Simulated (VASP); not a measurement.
# BN (F-43m) in VASP: further runs, part 3 of 3

VASP 6.6.1.

### Step 5. Vibrations by perturbation theory, PBE

This run uses another cell than the first one, of 5.67 Å³/atom, 1.011 times its volume.

INCAR

```
PREC     = Accurate       # precision mode
ENCUT    = 520            # plane-wave cutoff, eV
EDIFF    = 1E-8           # SCF threshold, eV
ISMEAR   = 0              # smearing method
SIGMA    = 0.01           # smearing width, eV
LREAL    = F              # projectors in reciprocal space
LASPH    = T              # aspherical terms in the spheres
NELM     = 100            # most SCF steps
ALGO     = Normal         # electronic algorithm
ISIF     = 2              # what is computed and relaxed
LWAVE    = F              # write WAVECAR
LCHARG   = F              # write CHGCAR
GGA      = PE             # functional
NBANDS   = 11             # bands
IBRION   = 8              # ionic algorithm
NSW      = 1              # ionic steps
LEPSILON = T              # dielectric tensor by DFPT
```

KPOINTS

```
Automatic mesh
0
Gamma
  12 12 12
```

POSCAR

```
BN
1.0
    0.0000000000      1.7828808593      1.7828808593
    1.7828808593      0.0000000000      1.7828808593
    1.7828808593      1.7828808593      0.0000000000
B N
1 1
Direct
    0.0000000000      0.0000000000      0.0000000000
    0.7500000000      0.7500000000      0.7500000000
```

Potentials or basis: VASP PAW PBE potentials, release 64 (B, N).

The run is started by

```sh
$ cat potpaw_PBE.64/B/POTCAR potpaw_PBE.64/N/POTCAR > POTCAR
$ mpirun -np 1 vasp_std > vasp.out
```

OUTCAR:

```text
PREC = Accurate
   ENCUT = 520
   EDIFF = 1E-8
   ISMEAR = 0
   LREAL = F
   LASPH = T
   NELM = 100
   ISIF = 2
   GGA = PE
   IBRION = 8
   NSW = 1
   LEPSILON = T

 ion  position               nearest neighbor table
   1  0.000  0.000  0.000-   2 1.54   2 1.54   2 1.54   2 1.54
   2  0.750  0.750  0.750-   1 1.54   1 1.54   1 1.54   1 1.54

  LATTYP: Found a face centered cubic cell.
 ALAT       =     3.5657617186

  Lattice vectors:

 A1 = (   0.0000000000,   1.7828808593,   1.7828808593)
 A2 = (   1.7828808593,   0.0000000000,   1.7828808593)
 A3 = (   1.7828808593,   1.7828808593,   0.0000000000)

Analysis of symmetry for initial positions (statically):
=====================================================================
 Subroutine PRICEL returns:
 Original cell was already a primitive cell.

 Routine SETGRP: Setting up the symmetry group for a
 face centered cubic supercell.

 Subroutine GETGRP returns: Found 24 space group operations
 (whereof 24 operations were pure point group operations)
 out of a pool of 48 trial point group operations.

The static configuration has the point symmetry T_d .

Analysis of symmetry for dynamics (positions and initial velocities):
=====================================================================
 Subroutine PRICEL returns:
 Original cell was already a primitive cell.

 Routine SETGRP: Setting up the symmetry group for a
 face centered cubic supercell.

[... 593 lines left out ...]

 PIEZOELECTRIC TENSOR (including local field effects)  for field in x, y, z        (C/m^2)
          XX          YY          ZZ          XY          YZ          ZX
  --------------------------------------------------------------------------------
  x    -0.00000    -0.00000     0.00000     0.00000     1.03985     0.00000
  y    -0.00000     0.00000    -0.00000    -0.00000     0.00000     1.03985
  z    -0.00000    -0.00000    -0.00000     1.03985    -0.00000     0.00000

 BORN EFFECTIVE CHARGES (including local field effects) (in |e|, cummulative output)
 ---------------------------------------------------------------------------------
 ion    1
    1     1.88811    -0.00000    -0.00000
    2    -0.00000     1.88811    -0.00000
    3     0.00000     0.00000     1.88811
 ion    2
    1    -1.88811     0.00000     0.00000
    2     0.00000    -1.88811     0.00000
    3    -0.00000    -0.00000    -1.88811

 INTERNAL STRAIN TENSOR FOR ION    2 for displacements in x,y,z  (eV/Angst):
          X           Y           Z          XY          YZ          ZX
  --------------------------------------------------------------------------------
  x     0.00000     0.00000     0.00000     0.00000     3.92765     0.00000
  y     0.00000    -0.00000     0.00000     0.00000     0.00000     3.92765
  z     0.00000     0.00000     0.00000     3.92765     0.00000     0.00000

 SECOND DERIVATIVES (NOT SYMMETRIZED)
 ------------------------------------
               1X          1Y          1Z          2X          2Y          2Z
  1X   -26.773102    0.000000    0.000000   26.773102    0.000000    0.000000
  1Y     0.000000  -26.773102    0.000000    0.000000   26.773102    0.000000
  1Z     0.000000    0.000000  -26.773102    0.000000    0.000000   26.773102
  2X    26.763173    0.000000    0.000000  -26.763173    0.000000    0.000000
  2Y     0.000000   26.763173    0.000000    0.000000  -26.763173    0.000000
  2Z     0.000000    0.000000   26.763173    0.000000    0.000000  -26.763173

 Eigenvectors and eigenvalues of the dynamical matrix
 ----------------------------------------------------

   1 f  =   32.747896 THz   205.761102 2PiTHz 1092.352246 cm-1   135.434357 meV
             X         Y         Z           dx          dy          dz
      0.000000  0.000000  0.000000     0.751249    0.000000    0.000000
      2.674321  2.674321  2.674321    -0.660019    0.000000    0.000000
[... 21 lines left out ...]
   6 f/i=    0.003011 THz     0.018921 2PiTHz    0.100448 cm-1     0.012454 meV
             X         Y         Z           dx          dy          dz
      0.000000  0.000000  0.000000     0.434118    0.242299   -0.434118
      2.674321  2.674321  2.674321     0.494123    0.275790   -0.494123

--------------------------------------------------------------------------------------------------------

 MACROSCOPIC STATIC DIELECTRIC TENSOR IONIC CONTRIBUTION
 ------------------------------------------------------
           2.126204    -0.000000     0.000000
          -0.000000     2.126204    -0.000000
           0.000000    -0.000000     2.126204
 ------------------------------------------------------

 ELASTIC MODULI CONTR FROM IONIC RELAXATION (kBar)
 Direction    XX          YY          ZZ          XY          YZ          ZX
 --------------------------------------------------------------------------------
 XX          -0.0000      0.0000      0.0000      0.0000     -0.0000     -0.0000
 YY           0.0000     -0.0000      0.0000      0.0000      0.0000      0.0000
 ZZ           0.0000      0.0000     -0.0000     -0.0000      0.0000     -0.0000
 XY           0.0000      0.0000     -0.0000    -77.9937     -0.0000      0.0000
 YZ          -0.0000      0.0000      0.0000     -0.0000    -77.9937      0.0000
 ZX          -0.0000      0.0000     -0.0000      0.0000      0.0000    -77.9937
 --------------------------------------------------------------------------------

 PIEZOELECTRIC TENSOR IONIC CONTR  for field in x, y, z        (C/m^2)
          XX          YY          ZZ          XY          YZ          ZX
  --------------------------------------------------------------------------------
  x    -0.00000     0.00000     0.00000    -0.00000    -0.38318     0.00000
  y    -0.00000     0.00000    -0.00000     0.00000     0.00000    -0.38318
  z     0.00000     0.00000    -0.00000    -0.38318    -0.00000     0.00000
```

OSZICAR:

```text
N       E                     dE             d eps       ncg     rms          rms(c)
DAV:   1     0.119914345014E+02    0.11991E+02   -0.50726E+03  1651   0.733E+02
DAV:   2    -0.179314583673E+02   -0.29923E+02   -0.28903E+02  1908   0.170E+02
[... 130 lines left out ...]
RMM:   6    -0.231826508254E+00   -0.79265E-05   -0.99125E-07 10139   0.118E-03    0.552E-04
RMM:   7    -0.231822165818E+00    0.43424E-05   -0.51482E-07 10601   0.654E-04    0.549E-05
RMM:   8    -0.231822085279E+00    0.80539E-07   -0.15924E-08 10685   0.454E-05    0.246E-05
RMM:   9    -0.231821951130E+00    0.13415E-06    0.70967E-09 10810   0.349E-05    0.287E-06
RMM:  10    -0.231821965104E+00   -0.13975E-07    0.49578E-10  9924   0.197E-06    0.116E-06
RMM:  11    -0.231821971416E+00   -0.63115E-08   -0.14222E-09  8987   0.179E-06    0.138E-07
 Linear response finished
```

stdout:

```text
POSCAR found type information on POSCAR B N
 POSCAR found :  2 types and       2 ions
 scaLAPACK will be used
 LDA part: xc-table for (Slater+PW92), standard interpolation
 POSCAR, INCAR and KPOINTS ok, starting setup
 FFT: planning ... GRIDC
 FFT: planning ... GRID_SOFT
 FFT: planning ... GRID
 WAVECAR not read
 entering main loop
[... 23 lines left out ...]
  Direction:   3
 dielectric tensor                  component  3 :     0.392     0.656     4.567
 Linear response DOF=           2
 Linear response progress:
 first order change of Fermi-energy   0.93455E-01
 force on displaced ion       1 direction 1 : -26.773  -0.000  -0.000
 Born effective charge ion    1 direction 1 :   1.888   0.000   0.000
 Linear response progress:
 first order change of Fermi-energy  -0.93255E-01
 force on displaced ion       2 direction 1 : -26.763  -0.000  -0.000
 Born effective charge ion    2 direction 1 :  -1.888   0.000   0.000
 Born effective charges drift removed
 Linear response finished
```

It took 2.7 min on 1 thread of AMD EPYC 7R13 (Zen 3), shared host; peak memory 0.17 GiB.

What came out:

| Item | Value |
| --- | --- |
| Electronic dielectric tensor (diagonal) | 4.57 |
| Born charges (mean of the diagonal) | B +1.89; N -1.89 e |
| Highest phonon frequency at Γ, LO-TO splitting left out | 1092 cm⁻¹ |

Phonon frequencies in cm⁻¹ (negative: imaginary):
| q point | frequencies |
| --- | --- |
| (0.000, 0.000, 0.000) | 0 0 0 1092 1092 1092 |

Electronic dielectric tensor:
```
4.57 0.00 0.00
0.00 4.57 0.00
0.00 0.00 4.57
```

Born effective charge tensors (e):
atom 1, B
```
1.89 0.00 0.00
0.00 1.89 0.00
0.00 0.00 1.89
```
atom 2, N
```
-1.89  0.00  0.00
 0.00 -1.89  0.00
 0.00  0.00 -1.89
```

Caveat: the cell wasn't relaxed at this level first, which shifts response properties.

### Step 6. Vibrations by perturbation theory, PBE

This run uses another cell than the first one, of 5.49 Å³/atom, 0.979 times its volume.

INCAR

```
ALGO = Normal
EDIFF = 1E-8
ENCUT = 520
GGA = PE
IBRION = 8
ISIF = 2
ISMEAR = 0
LASPH = T
LCHARG = F
LEPSILON = T
LREAL = F
LWAVE = F
NBANDS = 11
NELM = 80
NSW = 1
PREC = Accurate
SIGMA = 0.01
```

KPOINTS

```
k-points
0
Gamma
  12 12 12
```

POSCAR

```
BN
1.0
    0.0000000000      1.7639667607      1.7639667607
    1.7639667607      0.0000000000      1.7639667607
    1.7639667607      1.7639667607      0.0000000000
B N
1 1
Direct
    0.0000000000      0.0000000000      0.0000000000
    0.7500000000      0.7500000000      0.7500000000
```

Potentials or basis: VASP PAW PBE potentials, release 64 (B, N).

The run is started by

```sh
$ cat potpaw_PBE.64/B/POTCAR potpaw_PBE.64/N/POTCAR > POTCAR
$ mpirun -np 1 vasp_std > vasp.out
```

OUTCAR:

```text
EDIFF = 1E-8
   ENCUT = 520
   GGA = PE
   IBRION = 8
   ISIF = 2
   ISMEAR = 0
   LASPH = T
   LEPSILON = T
   LREAL = F
   NELM = 80
   NSW = 1
   PREC = Accurate

 ion  position               nearest neighbor table
   1  0.000  0.000  0.000-   2 1.53   2 1.53   2 1.53   2 1.53
   2  0.750  0.750  0.750-   1 1.53   1 1.53   1 1.53   1 1.53

  LATTYP: Found a face centered cubic cell.
 ALAT       =     3.5279335214

  Lattice vectors:

 A1 = (   0.0000000000,   1.7639667607,   1.7639667607)
 A2 = (   1.7639667607,   0.0000000000,   1.7639667607)
 A3 = (   1.7639667607,   1.7639667607,   0.0000000000)

Analysis of symmetry for initial positions (statically):
=====================================================================
 Subroutine PRICEL returns:
 Original cell was already a primitive cell.

 Routine SETGRP: Setting up the symmetry group for a
[... 634 lines left out ...]

 SECOND DERIVATIVES (NOT SYMMETRIZED)
 ------------------------------------
               1X          1Y          1Z          2X          2Y          2Z
  1X   -28.890276    0.000000    0.000000   28.890276    0.000000    0.000000
  1Y     0.000000  -28.890276    0.000000    0.000000   28.890276    0.000000
  1Z     0.000000    0.000000  -28.890276    0.000000    0.000000   28.890276
  2X    28.880471    0.000000    0.000000  -28.880471    0.000000    0.000000
  2Y     0.000000   28.880471    0.000000    0.000000  -28.880471    0.000000
  2Z     0.000000    0.000000   28.880471    0.000000    0.000000  -28.880471

 Eigenvectors and eigenvalues of the dynamical matrix
 ----------------------------------------------------

   1 f  =   34.018322 THz   213.743419 2PiTHz 1134.729070 cm-1   140.688411 meV
             X         Y         Z           dx          dy          dz
      0.000000  0.000000  0.000000     0.000000    0.000000    0.751244
      2.645950  2.645950  2.645950    -0.000000    0.000000   -0.660025
[... 21 lines left out ...]
   6 f/i=    0.002863 THz     0.017987 2PiTHz    0.095492 cm-1     0.011839 meV
             X         Y         Z           dx          dy          dz
      0.000000  0.000000  0.000000    -0.188361    0.201036   -0.599781
      2.645950  2.645950  2.645950    -0.214393    0.228820   -0.682674

--------------------------------------------------------------------------------------------------------

 MACROSCOPIC STATIC DIELECTRIC TENSOR IONIC CONTRIBUTION
 ------------------------------------------------------
           2.001777     0.000000    -0.000000
           0.000000     2.001777    -0.000000
          -0.000000    -0.000000     2.001777
 ------------------------------------------------------

 ELASTIC MODULI CONTR FROM IONIC RELAXATION (kBar)
 Direction    XX          YY          ZZ          XY          YZ          ZX
 --------------------------------------------------------------------------------
 XX          -0.0000      0.0000      0.0000      0.0000     -0.0000      0.0000
 YY           0.0000     -0.0000      0.0000      0.0000      0.0000      0.0000
 ZZ           0.0000      0.0000     -0.0000     -0.0000      0.0000      0.0000
 XY           0.0000      0.0000     -0.0000   -157.1117      0.0000      0.0000
 YZ          -0.0000      0.0000      0.0000      0.0000   -157.1117      0.0000
 ZX           0.0000      0.0000      0.0000      0.0000      0.0000   -157.1117
 --------------------------------------------------------------------------------

 PIEZOELECTRIC TENSOR IONIC CONTR  for field in x, y, z        (C/m^2)
          XX          YY          ZZ          XY          YZ          ZX
  --------------------------------------------------------------------------------
  x    -0.00000     0.00000     0.00000     0.00000    -0.52770     0.00000
  y     0.00000     0.00000     0.00000     0.00000     0.00000    -0.52770
  z    -0.00000     0.00000    -0.00000    -0.52770    -0.00000    -0.00000
```

Wall time 2.8 min (1 thread of Intel Xeon Platinum 8488C (Sapphire Rapids), shared host); peak memory 0.19 GiB.

What came out:

| Item | Value |
| --- | --- |
| Electronic dielectric tensor (diagonal) | 4.54 |
| Born charges (mean of the diagonal) | B +1.87; N -1.87 e |
| Highest phonon frequency at Γ, LO-TO splitting left out | 1135 cm⁻¹ |

Phonon frequencies in cm⁻¹ (negative: imaginary):
| q point | frequencies |
| --- | --- |
| (0.000, 0.000, 0.000) | 0 0 0 1135 1135 1135 |

Electronic dielectric tensor:
```
4.54 0.00 0.00
0.00 4.54 0.00
0.00 0.00 4.54
```

Born effective charge tensors (e):
atom 1, B
```
1.87 0.00 0.00
0.00 1.87 0.00
0.00 0.00 1.87
```
atom 2, N
```
-1.87  0.00  0.00
 0.00 -1.87  0.00
 0.00  0.00 -1.87
```

Caveat: the cell wasn't relaxed at this level first, which shifts response properties.
